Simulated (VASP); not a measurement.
CoSi2: single point with PBEsol

Crystal: CoSi2.

```xyz
3
Lattice="0.0000 2.6046 2.6046 2.6046 0.0000 2.6046 2.6046 2.6046 0.0000" Properties=species:S:1:pos:R:3 pbc="T T T"
Co    0.0000    0.0000    0.0000
Si    1.3023    1.3023    1.3023
Si    3.9069    3.9069    3.9069
```

```yaml
Program: VASP 6.6.1
Task: single point
Functional: PBEsol
Potentials_or_basis: VASP PAW PBE potentials, release 64 (Co, Si)
Cutoff: 520 eV
k_mesh: 9 × 9 × 9
Occupations: fermi-dirac, width 0.1 eV
Spin: collinear spin, ferromagnetic start
Starting_moments: "[2.5, 0.0, 0.0] μB"
Dipole_correction: no
Further_INCAR_settings: ALGO = Normal; EDIFF = 1e-07; NBANDS = 20
```

```
Pressure                                              : 13.3 GPa
Net moment                                            : 0.00 μB per cell
Valence electrons inside the program's atomic spheres : Co 9.11; Si 1.65
```

Levels at points of the mesh, in eV from the Fermi level:
Spin up:
| k point | band 5 | band 6 | band 7 | band 8 | band 9 | band 10 | band 11 | band 12 | band 13 | band 14 |
| --- | --- | --- | --- | --- | --- | --- | --- | --- | --- | --- |
| (0.00, 0.00, 0.00) | -2.19 | -2.19 | 1.66 | 3.45 | 3.45 | 3.45 | 3.79 | 3.79 | 3.79 | 6.05 |
Spin down:
```tsv
k point	band 6	band 7	band 8	band 9	band 10	band 11	band 12	band 13
(0.00, 0.00, 0.00)	-2.19	1.66	3.45	3.45	3.45	3.79	3.79	3.79
```

Run time: 36 s on 1 thread of AMD EPYC 9R45 96-Core Processor (Zen 5), with other jobs on the host, peak memory 0.16 GiB.

Caveat: the starting moments collapsed, and a magnetic state may lie lower; the PAW data sets were made with another functional, which shifts forces and pressure a little.
